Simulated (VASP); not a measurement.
# Sn2HO2 in VASP: single point with PBE+D3(BJ)

Aim: the single point of Sn2HO2 with PBE+D3(BJ).

All numbers are computed with VASP 6.6.1; they aren't measurements. Logs are shortened: lines on timing, memory, paths and dates and some standing lists are left out, and cuts for length are marked.

**1. The cell of the first run**

The cell holds a slab with vacuum, 5 atoms: a = 3.820 Å, b = 3.820 Å, c = 17.863 Å, α = 90.00°, β = 90.00°, γ = 90.00°.

**2. Single point, PBE+D3(BJ), collinear spin**

INCAR reads:

```
SYSTEM = Sn2HO2
ALGO = Normal ; DIPOL = 0.5 0.5 0.320
EDIFF = 1E-7 ; ENCUT = 520
GGA = PE ; IDIPOL = 3
ISIF = 2 ; ISMEAR = 0
ISPIN = 2 ; IVDW = 12
LASPH = .TRUE. ; LCHARG = .FALSE.
LDIPOL = .TRUE. ; LORBIT = 11
LREAL = .FALSE. ; LWAVE = .FALSE.
MAGMOM = 0 0 0 0 1 ; NBANDS = 32
NELM = 150 ; PREC = Accurate
SIGMA = 0.05
```

KPOINTS reads:

```
k-points
0
G
  7 7 1
  0 0 0
```

POSCAR reads:

```
Sn2HO2
1.0
    3.8201633739      0.0000000000      0.0000000000
    0.0000000000      3.8201633739      0.0000000000
    0.0000000000      0.0000000000     17.8630408312
Sn O H
2 2 1
Direct
    0.7500000000      0.2500000000      0.2239260402
    0.2500000000      0.7500000000      0.3562126343
    0.2500000000      0.2500000000      0.2900693373
    0.7500000000      0.7500000000      0.2900693373
    0.3750000000      1.0000000000      0.4387743449
```

Potentials or basis: VASP PAW PBE potentials, release 64 (Sn_d, O, H).

Launch:

```
$ cat potpaw_PBE.64/Sn_d/POTCAR potpaw_PBE.64/O/POTCAR potpaw_PBE.64/H/POTCAR > POTCAR
$ mpirun -np 1 vasp_std > vasp.out
```

OUTCAR:

```text
SYSTEM = Sn2HO2
   EDIFF = 1E-7
   ENCUT = 520
   GGA = PE
   ISIF = 2
   ISMEAR = 0
   ISPIN = 2
   IVDW = 12
   LASPH = .TRUE.
   LORBIT = 11
   LREAL = .FALSE.
   NELM = 150
   PREC = Accurate
 IVDW          = 12

 ion  position               nearest neighbor table
   1  0.750  0.250  0.224-   3 2.25   4 2.25   4 2.25   3 2.25   2 3.59   2 3.59   2 3.59   2 3.59

   2  0.250  0.750  0.356-   5 1.82   4 2.25   3 2.25   3 2.25   4 2.25   1 3.59   1 3.59   1 3.59
                             1 3.59
   3  0.250  0.250  0.290-   2 2.25   2 2.25   1 2.25   1 2.25
   4  0.750  0.750  0.290-   2 2.25   2 2.25   1 2.25   1 2.25
   5  0.375  0.000  0.439-   2 1.82

  LATTYP: Found a simple tetragonal cell.
 ALAT       =     3.8201633739
 C/A-ratio  =     4.6759887164

  Lattice vectors:

 A1 = (   3.8201633739,   0.0000000000,   0.0000000000)
 A2 = (   0.0000000000,   3.8201633739,   0.0000000000)
 A3 = (   0.0000000000,   0.0000000000,  17.8630408312)

Analysis of symmetry for initial positions (statically):
=====================================================================
 Subroutine PRICEL returns:
 Original cell was already a primitive cell.

 Routine SETGRP: Setting up the symmetry group for a
 simple tetragonal supercell.

 Subroutine GETGRP returns: Found  1 space group operations
 (whereof  1 operations were pure point group operations)
 out of a pool of 16 trial point group operations.

The static configuration has the point symmetry C_1 .

Analysis of symmetry for dynamics (positions and initial velocities):
=====================================================================
 Subroutine PRICEL returns:
 Original cell was already a primitive cell.

 Routine SETGRP: Setting up the symmetry group for a
 simple tetragonal supercell.

 Subroutine GETGRP returns: Found  1 space group operations
 (whereof  1 operations were pure point group operations)
 out of a pool of 16 trial point group operations.

The dynamic configuration has the point symmetry C_1 .

Analysis of structural, dynamic, and magnetic symmetry:
=====================================================================
 Subroutine PRICEL returns:
 Original cell was already a primitive cell.

 Routine SETGRP: Setting up the symmetry group for a
 simple tetragonal supercell.

 Subroutine GETGRP returns: Found  1 space group operations
 (whereof  1 operations were pure point group operations)
 out of a pool of 16 trial point group operations.

The overall configuration has the point symmetry C_1 .

 Subroutine INISYM returns: Found  1 space group operations
 (whereof  1 operations are pure point group operations),
 and found     1 'primitive' translations

----------------------------------------------------------------------------------------

                                     Primitive cell

  volume of cell :     260.6869

  direct lattice vectors                    reciprocal lattice vectors
     3.820163374  0.000000000  0.000000000     0.261768909  0.000000000  0.000000000
     0.000000000  3.820163374  0.000000000     0.000000000  0.261768909  0.000000000
     0.000000000  0.000000000 17.863040831     0.000000000  0.000000000  0.055981510

  length of vectors
     3.820163374  3.820163374 17.863040831     0.261768909  0.261768909  0.055981510

  position of ions in fractional coordinates (direct lattice)
     0.750000000  0.250000000  0.223926040
     0.250000000  0.750000000  0.356212634
     0.250000000  0.250000000  0.290069337
     0.750000000  0.750000000  0.290069337
     0.375000000  0.000000000  0.438774345

  ion indices of the primitive-cell ions
   primitive index   ion index
                 1           1
                 2           2
                 3           3
                 4           4
                 5           5

----------------------------------------------------------------------------------------

 KPOINTS: k-points

Automatic generation of k-mesh.
 Grid dimensions read from file:
 generate k-points for:    7    7    1

 Generating k-lattice:
[... 44 lines left out ...]
   number of dos      NEDOS =    301   number of ions     NIONS =      5
   total plane-waves  NPLWV = 109760
   dimension x,y,z NGX =    28 NGY =   28 NGZ =  140
   dimension x,y,z NGXF=    56 NGYF=   56 NGZF=  280
   ions per type =               2   2   1
   NGX,Y,Z   is equivalent  to a cutoff of  12.19, 12.19, 13.03 a.u.
   NGXF,Y,Z  is equivalent  to a cutoff of  24.37, 24.37, 26.06 a.u.
 SYSTEM =  Sn2HO2
   PREC   = accura    normal or accurate (medium, high low for compatibility)
   ISTART =      0    job   : 0-new  1-cont  2-samecut
   ICHARG =      2    charge: 1-file 2-atom 10-const
   ISPIN  =      2    spin polarized calculation?
   LNONCOLLINEAR =      F non collinear calculations
   LSORBIT =      F    spin-orbit coupling
   LASPH  =      T    aspherical Exc in radial PAW
   ENCUT  =  520.0 eV  38.22 Ry    6.18 a.u.   7.10  7.10 33.21*2*pi/ulx,y,z
   NELM   =    150;   NELMIN=  2; NELMDL= -5     # of ELM steps
   EDIFF  = 0.1E-06   stopping-criterion for ELM
   LREAL  =      F    real-space projection
   EDIFFG = 0.1E-05   stopping-criterion for IOM
   NSW    =      0    number of steps for IOM
   IBRION =     -1    ionic relax: 0-MD 1-quasi-New 2-CG
   NFREE  =      0    steps in history (QN), initial steepest desc. (CG)
   ISIF   =      2    stress and relaxation
   ISYM   =      2    0-nonsym 1-usesym 2-fastsym
   POTIM  = 0.5000    time-step for ionic-motion
   TEBEG  =    0.0;   TEEND  =   0.0 temperature during run
   PSTRESS=    0.0 pullay stress
   NELECT =      41.0000    total number of electrons
   NUPDOWN=      -1.0000    fix difference up-down
   EMIN   =  10.00;   EMAX   =-10.00  energy-range for DOS
   EFERMI =   0.00;   METHOD = LEGACY
   ISMEAR =     0;   SIGMA  =   0.05  broadening in eV -4-tet -1-fermi 0-gaus
   EFERMI_NEDOS =   21; number of points for ismear=-14 and -15
   IALGO  =     38    algorithm
   IMIX   =      4    mixing-type and parameters
     AMIX     =   0.40;   BMIX     =  1.00
     AMIX_MAG =   1.60;   BMIX_MAG =  1.00
  volume/ion in A,a.u.               =      52.14       351.84
  Fermi-wavevector in a.u.,A,eV,Ry     =   0.883683  1.669918 10.624723  0.780895
  Thomas-Fermi vector in A             =   2.004482
   LORBIT       =     11    0 simple, 1 ext, 2 COOP (PROOUT), +10 PAW based schemes
   GGA     = PE    functional components
   LHFCALC =     F    Hartree Fock is set to
   AEXX    =    0.0000 exact exchange contribution
   IVDW    =    12    specifies the selected vdW correction
   LEPSILON=     F    determine dielectric tensor
   LRPA    =     F    only Hartree local field effects (RPA)
 spin polarized calculation
 Gauss-broadening in eV      SIGMA  =   0.05
  energy-cutoff  :      520.00
  volume of cell :      260.69
 maximum number of plane-waves:      7046
   NGX = 15   NGY = 15   NGZ = 67

 dipolmoment           0.000000      0.000000     -0.018300 electrons x Angstroem

 number of electron      40.9999984 magnetization      -0.0002168

 number of electron      40.9999984 magnetization       0.0001037

 dipolmoment           0.000000      0.000000      0.067371 electrons x Angstroem

 Free energy of the ion-electron system (eV)
  ---------------------------------------------------
  ext. energy  EPLUGINS =         0.00000000
  ---------------------------------------------------
  free energy    TOTEN  =       -24.22537059 eV

  energy without entropy =      -24.22264230  energy(sigma->0) =      -24.22400645

 E-fermi :  -0.5524     XC(G=0):  -3.7169

 val. band max:       -0.6222111303   @ k =   0.0000   0.2857   0.0000
 cond. band min:      -0.5489914091   @ k =   0.0000   0.1429   0.0000
 fundamental gap:      0.0732197212
 Fermi energy:        -0.5524006536

 spin component 1

 k-point     1 :       0.0000    0.0000    0.0000
  band No.  band energies     occupation
      1     -23.2555      1.00000
      2     -22.9476      1.00000
      3     -22.9279      1.00000
      4     -22.8934      1.00000
      5     -22.8663      1.00000
      6     -22.8364      1.00000
[... 829 lines left out ...]
     31       7.0229      0.00000
     32       7.2345      0.00000

 [... further k-points ...]

 spin component 2

 k-point     1 :       0.0000    0.0000    0.0000
  band No.  band energies     occupation
      1     -23.2555      1.00000
      2     -22.9476      1.00000
      3     -22.9279      1.00000
      4     -22.8934      1.00000
      5     -22.8663      1.00000
      6     -22.8364      1.00000
[... 829 lines left out ...]
     31       7.0216      0.00000
     32       7.2301      0.00000

 [... further k-points ...]

------------------------ aborting loop because EDIFF is reached ----------------------------------------

 vacuum level on the upper side and lower side of the slab       (xc-potential included)         0.408        -0.397

 Edisp (eV)   -0.60294

 E8    (eV) :    -0.2644

  FORCE on cell =-STRESS in cart. coord.  units (eV):
  Direction    XX          YY          ZZ          XY          YZ          ZX
  --------------------------------------------------------------------------------------
  -------------------------------------------------------------------------------------
  Total      -0.36411     0.50805     0.02892    -0.03989     1.61935     0.34378
  in kB      -2.23782     3.12246     0.17774    -0.24514     9.95247     2.11286
  external pressure =        0.35 kB  Pullay stress =        0.00 kB

 VOLUME and BASIS-vectors are now :
 -----------------------------------------------------------------------------
  energy-cutoff  :      520.00
  volume of cell :      260.69
      direct lattice vectors                 reciprocal lattice vectors
     3.820163374  0.000000000  0.000000000     0.261768909  0.000000000  0.000000000
     0.000000000  3.820163374  0.000000000     0.000000000  0.261768909  0.000000000
     0.000000000  0.000000000 17.863040831     0.000000000  0.000000000  0.055981510

 POSITION                                       TOTAL-FORCE (eV/Angst)
 -----------------------------------------------------------------------------------
      2.86512      0.95504      4.00000        -0.031248     -0.116981     -0.042496
      0.95504      2.86512      6.36304         0.160692     -0.263540      0.063249
      0.95504      0.95504      5.18152         0.018133     -0.553853     -0.380795
      2.86512      2.86512      5.18152        -0.191610      0.259386      0.365338
      1.43256      0.00000      7.83784         0.044032      0.674988     -0.005295
 -----------------------------------------------------------------------------------
    total drift:                               -0.000002      0.000032      0.001402

  FREE ENERGIE OF THE ION-ELECTRON SYSTEM (eV)
  ---------------------------------------------------
  free  energy   TOTEN  =       -24.8283130641 eV

  energy  without entropy=      -24.8255847671  energy(sigma->0) =      -24.82694892

 vacuum level on the upper side and lower side of the slab         3.621         2.823

 total charge

# of ion       s       p       d       tot
------------------------------------------
    1        1.278   0.766  10.054  12.098
    2        1.154   0.876  10.097  12.127
    3        1.582   3.419   0.000   5.000
    4        1.583   3.407   0.000   4.990
    5        0.489   0.008   0.000   0.496
--------------------------------------------------
tot          6.086   8.475  20.152  34.712

 magnetization (x)

# of ion       s       p       d       tot
------------------------------------------
    1        0.000  -0.000   0.000   0.000
    2        0.000   0.000   0.000   0.000
    3        0.000   0.000   0.000   0.000
    4        0.000   0.000   0.000   0.000
    5        0.000  -0.000   0.000   0.000
--------------------------------------------------
tot          0.000   0.000   0.000   0.000
```

Run time: 33 min. Hardware: 1 thread of Intel Xeon Platinum 8259CL at 2.50GHz (Skylake/Cascade Lake), shared host; peak memory 0.59 GiB.

What came out:

```yaml
Free_energy: -24.8283 eV
Largest_force: 0.676 eV/Å
Net_moment: 0.00 μB per cell
Valence_electrons_inside_the_program's_atomic_spheres: Sn 12.10, 12.13; O 5.00, 4.99; H 0.50
Dispersion_energy_per_atom: -0.121 eV
```

Forces on the atoms (eV/Å):
```
Sn  -0.031 -0.117 -0.042
Sn   0.161 -0.264  0.063
O    0.018 -0.554 -0.381
O   -0.192  0.259  0.365
H    0.044  0.675 -0.005
```

Caveat: spin-orbit coupling is left out, which moves the levels of the heavy elements.
